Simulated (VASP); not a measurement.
A run of VASP 6.6.1 is set up as follows.

The input INCAR:

```
  PREC = Accurate
  ENCUT = 600
  EDIFF = 1E-6
  ISMEAR = 0
  SIGMA = 0.1
  LREAL = F
  LASPH = T
  NELM = 80
  ALGO = Fast
  ISIF = 3
  LWAVE = F
  LCHARG = F
  GGA = PE
  IBRION = 2
  NSW = 100
  EDIFFG = -0.01
```

Contents of KPOINTS:

```
regular mesh
0
Gamma
  12 12 6
```

POSCAR

```
Ga3PN2
1.0
    3.1663685627      0.0000000000      0.0000000000
   -1.5831842814      2.7421556130      0.0000000000
    0.0000000000      0.0000000000      8.4042865077
Ga P N
3 1 2
Direct
    0.0000000000      0.0000000000      0.5000000000
    0.6666666667      0.3333333333      0.7888407113
    0.3333333333      0.6666666667      0.2111592887
    0.0000000000      0.0000000000      0.0000000000
    0.6666666667      0.3333333333      0.3499385312
    0.3333333333      0.6666666667      0.6500614688
```

Potentials or basis: VASP PAW PBE potentials, release 64 (Ga_d, P, N).

The run is started by

```sh
$ cat potpaw_PBE.64/Ga_d/POTCAR potpaw_PBE.64/P/POTCAR potpaw_PBE.64/N/POTCAR > POTCAR
$ mpirun -np 1 vasp_std > vasp.out
```

Predict the space group after relaxing (to 0.1 Å).

P-3m1 (No. 164).

What does it give for the band gap on the k mesh?

Zero (bands 27 and 28 overlap by 2.61 eV).

Predict the relaxed volume.

12.14 Å³/atom.

What does it give for the relaxed cell?

a = 3.166 Å, b = 3.166 Å, c = 8.391 Å, α = 90.00°, β = 90.00°, γ = 120.00°.

Forces on the atoms (eV/Å):
```
Ga   0.000  0.000  0.000
Ga   0.000  0.000  0.001
Ga   0.000  0.000 -0.001
P    0.000  0.000  0.000
N    0.000  0.000 -0.003
N    0.000  0.000  0.003
```
